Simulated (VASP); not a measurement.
Write the native input for VASP 6.6.1 that does the following.

- Task: single point
- Functional: PBE
- Potentials or basis: VASP PAW PBE potentials, release 64 (Ge_d, H)
- Cutoff: 410 eV
- k mesh: 3 × 3 × 1
- Occupations: gaussian, width 0.05 eV
- Spin: no spin polarisation
- Dipole correction: yes
- Further INCAR settings: ALGO = Normal; EDIFF = 1e-06; NBANDS = 164; NELMDL = -8

The structure of Ge5H2 lies in POSCAR:

```
Ge5H2
1.0
    8.1473826809      0.0000000000      0.0000000000
    0.0000000000      8.1473826809      0.0000000000
    0.0000000000      0.0000000000     19.5175094652
Ge H
20 8
Direct
    0.5000000000      0.5000000000      0.2513865784
    0.5000000000      0.0000000000      0.2513865784
    0.0000000000      0.5000000000      0.2513865784
    0.0000000000      0.0000000000      0.2513865784
    0.7500000000      0.5000000000      0.3251801834
    0.7500000000      0.0000000000      0.3251801834
    0.2500000000      0.5000000000      0.3251801834
    0.2500000000      0.0000000000      0.3251801834
    0.7432249815      0.7499897375      0.4009998635
    0.7432249815      0.2500102625      0.4009998635
    0.2619458788      0.7499612214      0.3954177153
    0.2619458788      0.2500387786      0.3954177153
    0.0026471952      0.7500097105      0.4736312822
    0.0026471952      0.2499902895      0.4736312822
    0.4938078566      0.7499298119      0.4785937473
    0.4938078566      0.2500701881      0.4785937473
    0.1508931015      0.0000000000      0.5100307632
    0.1509443799      0.5000000000      0.5100307632
    0.4409840932      0.0000000000      0.5550181258
    0.4406247509      0.5000000000      0.5553777851
    0.5083944213      0.6502083350      0.2033868863
    0.5083944213      0.3497916650      0.2033868863
    0.5083944213      0.1502083350      0.2033868863
    0.5083944213     -0.1502083350      0.2033868863
   -0.0083944213      0.3497916650      0.2033868863
   -0.0083944213      0.6502083350      0.2033868863
   -0.0083944213     -0.1502083350      0.2033868863
   -0.0083944213      0.1502083350      0.2033868863
```

These files were run (other wordings do the same):

INCAR

```
SYSTEM = Ge5H2
ALGO = Normal
DIPOL = 0.5 0.5 0.341
EDIFF = 1E-6
ENCUT = 410
GGA = PE
GGA_COMPAT = .False.
IDIPOL = 3
ISIF = 2
ISMEAR = 0
LASPH = .True.
LCHARG = .False.
LDIPOL = .True.
LREAL = .False.
LWAVE = .False.
NBANDS = 164
NELM = 120
NELMDL = -8
PREC = Accurate
SIGMA = 0.05
```

KPOINTS

```
k-points
0
Gamma
  3 3 1
  0 0 0
```

Potentials or basis: VASP PAW PBE potentials, release 64 (Ge_d, H).

Launch:

```sh
$ cat potpaw_PBE.64/Ge_d/POTCAR potpaw_PBE.64/H/POTCAR > POTCAR
$ mpirun -np 1 vasp_std > vasp.out
```

Results of the run:

The largest force is 0.760 eV/Å. The band gap on the k mesh is 0.57 eV.

Run time: 41 min on 1 thread of Intel(R) Xeon(R) Platinum 8259CL CPU @ 2.50GHz (Skylake/Cascade Lake), on a shared host, peak memory 1 GiB.
